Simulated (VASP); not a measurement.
The system is AlN.

```xyz
4
Lattice="3.2726 0.0000 0.0000 -1.6363 2.8341 0.0000 0.0000 0.0000 4.8002" Properties=species:S:1:pos:R:3 pbc="T T T"
Al    0.0000    1.8894   -0.0423
Al    1.6363    0.9447    2.3578
N     0.0000    1.8894    1.8664
N     1.6363    0.9447    4.2666
```

This cell differs from its parent crystal: epitaxial xy strain +5.3%.

Base run:

```yaml
Program: VASP 6.6.1
Functional: r2SCAN
Potentials_or_basis: VASP PAW PBE potentials, release 64 (Al, N)
Cutoff: 520 eV
k_mesh: 12 × 12 × 6
Occupations: gaussian, width 0.01 eV
Spin: no spin polarisation
```

Its results: band gap on the k mesh 3.82 eV; pressure -14.1 GPa; largest force 0.003 eV/Å.

Task: The run is repeated on the same cell with these changes: functional from r2SCAN to PBE; occupations from gaussian, width 0.01 eV to fermi-dirac, width 0.02 eV. What comes out?

Result: Band gap on the k mesh 3.21 eV; pressure -9.3 GPa; largest force 0.067 eV/Å.

Caveats: the cell stands under tension; the PAW data sets were made with another functional, which shifts forces and pressure a little (at least some runs).

A k mesh can miss the band edges.
